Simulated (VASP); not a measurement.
## Zr: single point with PBE

Crystal: Zr.

```
CELL_PARAMETERS angstrom
3.52619 0.00000 0.00000
-1.76309 3.05377 0.00000
0.00000 0.00000 5.63041
ATOMIC_POSITIONS crystal
Zr 0.33333 0.66667 0.25000
Zr 0.66667 0.33333 0.75000
```

- Program: VASP 6.6.1
- Task: single point
- Functional: PBE
- Potentials or basis: VASP PAW PBE potentials, release 64 (Zr_sv)
- Cutoff: 500 eV
- k mesh: 6 × 6 × 4
- Occupations: gaussian, width 0.1 eV
- Spin: no spin polarisation
- Dipole correction: no
- Further INCAR settings: ALGO = Normal; EDIFF = 1e-06; NBANDS = 19

```json
{"Pressure": "-15.4 GPa", "Band gap on the k mesh": "zero (band 12 reaches 7.10 eV, above the bottom of band 13 at 6.16 eV)"}
```

Stress tensor (GPa, compression positive):
```
-15.41   0.00   0.00
  0.00 -15.41   0.00
  0.00   0.00 -15.32
```

Levels at points of the mesh, in eV from the Fermi level:
```tsv
k point	band 9	band 10	band 11	band 12	band 13	band 14	band 15	band 16
(0.00, 0.00, 0.00)	-5.12	-2.46	0.42	0.70	0.70	0.77	1.17	1.17
(0.50, 0.00, 0.00)	-2.21	-1.84	-1.52	-0.58	0.48	0.48	0.99	3.46
(0.00, 0.00, 0.50)	-3.74	-3.74	0.01	0.01	0.63	0.63	0.63	0.63
(0.50, 0.00, 0.50)	-2.24	-2.24	-0.74	-0.74	0.88	0.88	1.65	1.65
```

Run time: 38 s on 1 thread of Intel Xeon 8259CL, with other jobs on the host, peak memory 0.17 GiB.
